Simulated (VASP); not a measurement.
# Y (P6_3/mmc) in VASP: notebook

The runs below take Y through single point, with LDA.

Everything below comes from runs of VASP 6.6.1. Logs are shortened: lines on timing, memory, paths and dates and some standing lists are left out, and cuts for length are marked.

## 1. The cell of the first run

Symmetry: P6_3/mmc, No. 194, hexagonal system. The conventional cell has a = 3.542 Å, b = 3.542 Å, c = 5.516 Å, α = 90.00°, β = 90.00°, γ = 120.00°. Y (site symmetry -6m2) has 12 Y at 3.43 to 3.54 Å within 4.5 Å.

## 2. Single point, LDA

Contents of INCAR:

```
PREC = Accurate
ENCUT = 520
EDIFF = 1E-6
ISMEAR = -1
SIGMA = 0.08
LREAL = False
LASPH = True
NELM = 100
ALGO = Normal
ISIF = 2
LWAVE = False
LCHARG = False
GGA = CA
NBANDS = 18
```

Contents of KPOINTS:

```
regular mesh
0
Gamma
  10 10 6
```

Contents of POSCAR:

```
Y
1.0
    3.5422956430      0.0000000000      0.0000000000
   -1.7711478215      3.0677180146      0.0000000000
    0.0000000000      0.0000000000      5.5161657872
Y
2
Direct
    0.3333333333      0.6666666667      0.2500000000
    0.6666666667      0.3333333333      0.7500000000
```

Potentials or basis: VASP PAW LDA potentials, release 64 (Y_sv).

The run is started by

```console
$ cat potpaw_LDA.64/Y_sv/POTCAR > POTCAR
$ mpirun -np 1 vasp_std > vasp.out
```

OUTCAR:

```text
PREC = Accurate
   ENCUT = 520
   EDIFF = 1E-6
   ISMEAR = -1
   LREAL = False
   LASPH = True
   NELM = 100
   ISIF = 2
   GGA = CA

 ion  position               nearest neighbor table
   1  0.333  0.667  0.250-   2 3.43   2 3.43   2 3.43   2 3.43   2 3.43   2 3.43
   2  0.667  0.333  0.750-   1 3.43   1 3.43   1 3.43   1 3.43   1 3.43   1 3.43

  LATTYP: Found a hexagonal cell.
 ALAT       =     3.5422956430
 C/A-ratio  =     1.5572290806

  Lattice vectors:

 A1 = (   3.5422956430,   0.0000000000,   0.0000000000)
 A2 = (  -1.7711478215,   3.0677180146,   0.0000000000)
 A3 = (   0.0000000000,   0.0000000000,   5.5161657872)

Analysis of symmetry for initial positions (statically):
=====================================================================
 Subroutine PRICEL returns:
 Original cell was already a primitive cell.

 Routine SETGRP: Setting up the symmetry group for a
 hexagonal supercell.

 Subroutine GETGRP returns: Found 24 space group operations
 (whereof 12 operations were pure point group operations)
 out of a pool of 24 trial point group operations.

The static configuration has the point symmetry D_3d.
 The point group associated with its full space group is D_6h.

Analysis of symmetry for dynamics (positions and initial velocities):
=====================================================================
 Subroutine PRICEL returns:
 Original cell was already a primitive cell.

 Routine SETGRP: Setting up the symmetry group for a
 hexagonal supercell.

 Subroutine GETGRP returns: Found 24 space group operations
 (whereof 12 operations were pure point group operations)
 out of a pool of 24 trial point group operations.

The dynamic configuration has the point symmetry D_3d.
 The point group associated with its full space group is D_6h.

 Subroutine INISYM returns: Found 24 space group operations
 (whereof 12 operations are pure point group operations),
 and found     1 'primitive' translations

----------------------------------------------------------------------------------------

                                     Primitive cell

  volume of cell :      59.9429

  direct lattice vectors                    reciprocal lattice vectors
     3.542295643  0.000000000  0.000000000     0.282302806  0.162987601  0.000000000
    -1.771147822  3.067718015  0.000000000     0.000000000  0.325975202  0.000000000
     0.000000000  0.000000000  5.516165787     0.000000000  0.000000000  0.181285342

  length of vectors
     3.542295643  3.542295643  5.516165787     0.325975202  0.325975202  0.181285342

  position of ions in fractional coordinates (direct lattice)
     0.333333333  0.666666667  0.250000000
     0.666666667  0.333333333  0.750000000

  ion indices of the primitive-cell ions
   primitive index   ion index
                 1           1
                 2           2

----------------------------------------------------------------------------------------

 KPOINTS: regular mesh

Automatic generation of k-mesh.
 Grid dimensions read from file:
 generate k-points for:   10   10    6

 Generating k-lattice:

  Cartesian coordinates                     Fractional coordinates (reciprocal lattice)
     0.028230281  0.016298760  0.000000000     0.100000000 -0.000000000  0.000000000
     0.000000000  0.032597520  0.000000000     0.000000000  0.100000000  0.000000000
     0.000000000  0.000000000  0.030214224     0.000000000  0.000000000  0.166666667

  Length of vectors
     0.032597520  0.032597520  0.030214224

  Shift w.r.t. Gamma in fractional coordinates (k-lattice)
     0.000000000  0.000000000  0.000000000

 Subroutine IBZKPT returns following result:
 ===========================================

 Found     56 irreducible k-points:

 Following reciprocal coordinates:
            Coordinates               Weight
  0.000000  0.000000  0.000000      1.000000
  0.100000  0.000000  0.000000      6.000000
  0.200000  0.000000  0.000000      6.000000
  0.300000 -0.000000  0.000000      6.000000
  0.400000 -0.000000  0.000000      6.000000
  0.500000  0.000000  0.000000      3.000000
[... 16 lines left out ...]
  0.300000  0.100000  0.166667     24.000000
  0.400000  0.100000  0.166667     24.000000
 [... further k-points ...]
   k-points           NKPTS =     56   k-points in BZ     NKDIM =     56   number of bands    NBANDS=     18
   number of dos      NEDOS =    301   number of ions     NIONS =      2
   total plane-waves  NPLWV =  32928
   dimension x,y,z NGX =    28 NGY =   28 NGZ =   42
   dimension x,y,z NGXF=    56 NGYF=   56 NGZF=   84
   ions per type =               2
   NGX,Y,Z   is equivalent  to a cutoff of  13.14, 13.14, 12.66 a.u.
   NGXF,Y,Z  is equivalent  to a cutoff of  26.28, 26.28, 25.32 a.u.
 SYSTEM =  unknown system
   PREC   = accura    normal or accurate (medium, high low for compatibility)
   ISTART =      0    job   : 0-new  1-cont  2-samecut
   ICHARG =      2    charge: 1-file 2-atom 10-const
   ISPIN  =      1    spin polarized calculation?
   LNONCOLLINEAR =      F non collinear calculations
   LSORBIT =      F    spin-orbit coupling
   LASPH  =      T    aspherical Exc in radial PAW
   ENCUT  =  520.0 eV  38.22 Ry    6.18 a.u.   6.59  6.59 10.26*2*pi/ulx,y,z
   NELM   =    100;   NELMIN=  2; NELMDL= -5     # of ELM steps
   EDIFF  = 0.1E-05   stopping-criterion for ELM
   LREAL  =      F    real-space projection
   EDIFFG = 0.1E-04   stopping-criterion for IOM
   NSW    =      0    number of steps for IOM
   IBRION =     -1    ionic relax: 0-MD 1-quasi-New 2-CG
   NFREE  =      0    steps in history (QN), initial steepest desc. (CG)
   ISIF   =      2    stress and relaxation
   ISYM   =      2    0-nonsym 1-usesym 2-fastsym
   POTIM  = 0.5000    time-step for ionic-motion
   TEBEG  =    0.0;   TEEND  =   0.0 temperature during run
   PSTRESS=    0.0 pullay stress
   NELECT =      22.0000    total number of electrons
   NUPDOWN=      -1.0000    fix difference up-down
   EMIN   =  10.00;   EMAX   =-10.00  energy-range for DOS
   EFERMI =   0.00;   METHOD = LEGACY
   ISMEAR =    -1;   SIGMA  =   0.08  broadening in eV -4-tet -1-fermi 0-gaus
   EFERMI_NEDOS =   21; number of points for ismear=-14 and -15
   IALGO  =     38    algorithm
   IMIX   =      4    mixing-type and parameters
     AMIX     =   0.40;   BMIX     =  1.00
     AMIX_MAG =   1.60;   BMIX_MAG =  1.00
  volume/ion in A,a.u.               =      29.97       202.26
  Fermi-wavevector in a.u.,A,eV,Ry     =   1.172114  2.214974 18.692383  1.373851
  Thomas-Fermi vector in A             =   2.308548
   LORBIT       =      0    0 simple, 1 ext, 2 COOP (PROOUT), +10 PAW based schemes
   GGA     = CA    functional components
   LHFCALC =     F    Hartree Fock is set to
   AEXX    =    0.0000 exact exchange contribution
   IVDW    =     0    specifies the selected vdW correction
   LEPSILON=     F    determine dielectric tensor
   LRPA    =     F    only Hartree local field effects (RPA)
 non-spin polarized calculation
  energy-cutoff  :      520.00
  volume of cell :       59.94
 maximum number of plane-waves:      1641
 NGX is ok and might be reduce to    28
   NGX = 13   NGY = 13   NGZ = 21

 number of electron      22.0000000 magnetization

 Free energy of the ion-electron system (eV)
  ---------------------------------------------------
  ext. energy  EPLUGINS =         0.00000000
  ---------------------------------------------------
  free energy    TOTEN  =       -13.93274118 eV

  energy without entropy =      -13.86015785  energy(sigma->0) =      -13.89644951

 E-fermi :   3.2929     XC(G=0): -10.0040

 val. band max:        3.2842880883   @ k =   0.4000   0.1000   0.0000
 cond. band min:       3.2968095051   @ k =   0.5000   0.0000   0.3333
 fundamental gap:      0.0125214168
 Fermi energy:         3.2929028404

 k-point     1 :       0.0000    0.0000    0.0000
  band No.  band energies     occupation
      1     -38.9566      2.00000
      2     -38.8418      2.00000
      3     -19.4946      2.00000
      4     -18.8386      2.00000
      5     -18.8386      2.00000
      6     -18.7134      2.00000
[... 10 lines left out ...]
     17       6.1613      0.00000
     18       6.1613      0.00000

 k-point     2 :       0.1000    0.0000    0.0000
  band No.  band energies     occupation
      1     -38.9492      2.00000
      2     -38.8393      2.00000
      3     -19.4704      2.00000
      4     -18.8874      2.00000
      5     -18.8553      2.00000
      6     -18.7648      2.00000
[... 10 lines left out ...]
     17       5.9392      0.00000
     18       5.9452      0.00000

 k-point     3 :       0.2000    0.0000    0.0000
  band No.  band energies     occupation
      1     -38.9291      2.00000
      2     -38.8335      2.00000
      3     -19.4023      2.00000
      4     -19.0155      2.00000
      5     -18.8971      2.00000
      6     -18.8941      2.00000
[... 10 lines left out ...]
     17       6.3791      0.00000
     18       6.5317      0.00000

 k-point     4 :       0.3000   -0.0000    0.0000
  band No.  band energies     occupation
      1     -38.9022      2.00000
      2     -38.8280      2.00000
      3     -19.3041      2.00000
      4     -19.1742      2.00000
      5     -19.0446      2.00000
      6     -18.9459      2.00000
[... 375 lines left out ...]
      4     -19.0735      2.00000
      5     -19.0300      2.00000
      6     -18.9151      2.00000
[... 10 lines left out ...]
     17       6.8191      0.00000
     18       7.2981      0.00000

 k-point    23 :       0.3000    0.1000    0.1667
  band No.  band energies     occupation
      1     -38.8816      2.00000
      2     -38.8306      2.00000
      3     -19.3196      2.00000
      4     -19.1858      2.00000
      5     -19.0937      2.00000
      6     -18.9728      2.00000
[... 10 lines left out ...]
     17       7.8443      0.00000
     18       8.0852      0.00000

 k-point    24 :       0.4000    0.1000    0.1667
  band No.  band energies     occupation
      1     -38.8634      2.00000
      2     -38.8307      2.00000
      3     -19.3667      2.00000
      4     -19.2357      2.00000
      5     -19.0871      2.00000
      6     -18.9937      2.00000
[... 10 lines left out ...]
     17       8.4706      0.00000
     18       8.7402      0.00000

 [... further k-points ...]
[... 5 lines left out ...]
  --------------------------------------------------------------------------------------
  -------------------------------------------------------------------------------------
  Total       -0.0497202     -0.0497202     -0.0482515      0.0000000      0.0000000      0.0000000
  in kB       -1.3289405     -1.3289405     -1.2896865      0.0000000      0.0000000      0.0000000
  external PRESSURE =      -1.3158558 kB  Pullay stress =       0.0000000 kB

 VOLUME and BASIS-vectors are now :
 -----------------------------------------------------------------------------
  energy-cutoff  :      520.00
  volume of cell :       59.94
      direct lattice vectors                 reciprocal lattice vectors
     3.542295643  0.000000000  0.000000000     0.282302806  0.162987601  0.000000000
    -1.771147822  3.067718015  0.000000000     0.000000000  0.325975202  0.000000000
     0.000000000  0.000000000  5.516165787     0.000000000  0.000000000  0.181285342

 POSITION                                       TOTAL-FORCE (eV/Angst)
 -----------------------------------------------------------------------------------
     -0.00000      2.04515      1.37904        -0.000000      0.000000      0.000000
      1.77115      1.02257      4.13712         0.000000     -0.000000      0.000000
 -----------------------------------------------------------------------------------
    total drift:                                0.000000     -0.000000      0.000000

  FREE ENERGIE OF THE ION-ELECTRON SYSTEM (eV)
  ---------------------------------------------------
  free  energy   TOTEN  =       -13.9327411783 eV

  energy  without entropy=      -13.8601578467  energy(sigma->0) =      -13.89644951
```

Wall time 36 s (1 thread of Intel Xeon Platinum 8375C at 2.90GHz (Ice Lake), shared host); peak memory 0.19 GiB.

Results:

| Item | Value |
| --- | --- |
| Free energy | -13.9327 eV |
| Pressure | -0.1 GPa |
| Band gap on the k mesh | zero (band 11 reaches 4.62 eV, above the bottom of band 12 at 2.83 eV) |

[end of part 1 of 2]
